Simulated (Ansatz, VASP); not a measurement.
C: VASP beside Ansatz

```
C
1.0
     2.46565    0.00000    0.00000
    -1.23283    2.13532    0.00000
     0.00000    0.00000   17.50007
C
4
Cartesian
  1.2328 0.7118 4.5000
  0.0000 1.4235 4.5000
  1.0274 1.0677 7.5601
  -0.2055 1.7794 7.5600
```

Alike in both runs: task single point; functional PBE; dispersion D3(BJ); k mesh 15 × 15 × 1; occupations gaussian, width 0.1 eV; no spin polarisation.

|  | VASP | Ansatz |
| --- | --- | --- |
| version | VASP 6.6.1 | Ansatz 0.2.0 |
| potentials or method | VASP PAW PBE potentials, release 64 (C), cutoff 520 eV | scalar-relativistic, plane waves, PAW |
| valence electrons in the cell | 16 | 16 |

```csv
,VASP,Ansatz,Ansatz less VASP
gap on the k mesh at the Fermi level (eV),0.99,0.99,-0.001
least direct gap on the mesh (eV),0.99,0.99,-0.001
rms of the force components (eV/Å),0.109,0.109,-0.0001
```

Atom by atom the forces differ by 0.000 eV/Å (rms over components). Ansatz's warnings: structure snapped to symmetry.
